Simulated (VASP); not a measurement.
# Mg: single point with PBE

Crystal: Mg.

```
CELL_PARAMETERS angstrom
-1.66156 1.66156 1.66156
1.66156 -1.66156 1.66156
1.66156 1.66156 -1.66156
ATOMIC_POSITIONS crystal
Mg 0.00000 0.00000 0.00000
```

This cell differs from its parent crystal: volume scaled by 0.8.

```
Program             : VASP 6.6.1
Task                : single point
Functional          : PBE
Potentials or basis : VASP PAW PBE potentials, release 64 (Mg)
Cutoff              : 600 eV
k mesh              : 17 × 17 × 17
Occupations         : fermi-dirac, width 0.05 eV
Spin                : no spin polarisation
```

```
Pressure               : 12.1 GPa
Band gap on the k mesh : zero (band 1 reaches 7.03 eV, above the bottom of band 2 at 3.12 eV)
```

Levels at points of the mesh, in eV from the Fermi level:
```
           k point  band 1  band 2  band 3  band 4
(0.00, 0.00, 0.00)   -8.00   14.58   14.58   14.58
```

Wall time 13 s on 1 thread of AMD EPYC 7R43 64-Core Processor (Zen 3), with other jobs on the host, peak memory 0.12 GiB.
